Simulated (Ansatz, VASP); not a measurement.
## One calculation of As, two programs

Contents of INCAR:

```
SYSTEM = As
PREC = Accurate
ENCUT = 520
EDIFF = 1E-8
ISMEAR = -1
SIGMA = 0.05
LREAL = .False.
LASPH = .True.
NELM = 60
ALGO = Normal
ISIF = 2
LWAVE = .False.
LCHARG = .False.
GGA = PE
LEFG = .True.
NBANDS = 12
```

Contents of KPOINTS:

```
Automatic mesh
0
Gamma
  13 13 13
  0 0 0
```

Contents of POSCAR:

```
As
1.0
    1.8921984922      1.0924613088      3.5088552423
   -1.8921984922      1.0924613088      3.5088552423
    0.0000000000     -2.1849226177      3.5088552423
As
2
Direct
    0.2275400000      0.2275400000      0.2275400000
    0.7724600000      0.7724600000      0.7724600000
```

Input for Ansatz:

```yaml
crystal:
  lattice:
    - [1.8921984922, 1.0924613088, 3.5088552423]
    - [-1.8921984922, 1.0924613088, 3.5088552423]
    - [0.0, -2.1849226177, 3.5088552423]
  atoms:
    - { symbol: As, position: [0.22754, 0.22754, 0.22754] }
    - { symbol: As, position: [0.77246, 0.77246, 0.77246] }
kpoints:
  mp_grid: { grid: [13, 13, 13] }
scf:
  occupations: { method: fermi_dirac, width: 0.05 }
hamiltonian:
  xc: pbe
  pseudopotentials: { kind: paw }
output:
  forces: true
  stress: true
  eigenvalues: true
  efg: { contact_densities: true }
```

Change from the starting cell: volume scaled by 1.02, PAW files.

Alike in both runs: task electric field gradients; functional PBE; k mesh 13 × 13 × 13; occupations fermi-dirac, width 0.05 eV; no spin polarisation.

|  | VASP | Ansatz |
| --- | --- | --- |
| version | VASP 6.6.1 | Ansatz 0.2.0 |
| potentials or method | VASP PAW PBE potentials, release 64 (As) | PAW with Ansatz's default frozen-core files, scalar-relativistic |
| plane-wave cutoff (eV) | 520 | 420 |
| valence electrons in the cell | 10 | 30 |

```csv
,VASP,Ansatz,Ansatz less VASP
pressure (GPa),2.3,2.0,-0.27
"traceless stress, the component that is largest in VASP (GPa)",-0.39,-0.31,+0.077
rms of the force components (eV/Å),0.086,0.056,-0.0302
size of Vzz on the site where it differs most (V/Å²),48.3,51.4,+3.11
```

Atom by atom the forces differ by 0.030 eV/Å (rms over components). VASP's potentials hold 10 valence electrons a cell and Ansatz's 30, so a difference there can come from the potentials and not from the codes.
